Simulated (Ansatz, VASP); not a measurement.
## One calculation of Cs, two programs

```
Cs
1.0
     0.00000    3.79791    3.79791
     3.79791    0.00000    3.79791
     3.79791    3.79791    0.00000
Cs
1
Direct
  0.00000 0.00000 0.00000
```

Alike in both runs: task single point; functional BLYP; k mesh 8 × 8 × 8; occupations fermi-dirac, width 0.1 eV; no spin polarisation.

|  | VASP | Ansatz |
| --- | --- | --- |
| version | VASP 6.6.1 | Ansatz 0.2.0 |
| potentials or method | VASP PAW PBE potentials, release 64 (Cs_sv), cutoff 520 eV | plane waves (420 eV) with PAW, scalar-relativistic |
| valence electrons in the cell | 9 | 9 |

|  | VASP | Ansatz | Ansatz less VASP |
| --- | --- | --- | --- |
| pressure (GPa) | 0.3 | 0.3 | 0.00 |

VASP's potentials were made for PBE, not for BLYP. The functional is the same, so the differences come from potentials, cutoffs and numerics.

Neither program's run includes spin-orbit coupling.
